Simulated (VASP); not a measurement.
The system is InSb.

```
In Sb
1.0
     3.76898    0.00000    0.00000
     0.00000    3.76898    0.00000
     0.00000    0.00000    3.76898
In Sb
1 1
Direct
  0.00000 0.00000 0.00000
  0.50000 0.50000 0.50000
```

Base run:

* Program: VASP 6.6.1
* Functional: PBE
* Potentials or basis: VASP PAW PBE potentials, release 64 (In_d, Sb)
* Cutoff: 520 eV
* k mesh: 6 × 6 × 6, shifted
* Occupations: fermi-dirac, width 0.02 eV
* Spin: no spin polarisation

Its results: band gap on the k mesh zero (band 9 reaches 8.31 eV, above the bottom of band 10 at 5.96 eV); pressure 2.3 GPa.

Question: The run is repeated on the same cell with these changes: k mesh from 6 × 6 × 6, shifted to 6 × 6 × 6. What comes out?

Answer: Band gap on the k mesh zero (band 9 reaches 9.07 eV, above the bottom of band 10 at 5.66 eV); pressure 1.0 GPa.

Caveats: spin-orbit coupling is left out, which moves the levels of the heavy elements.
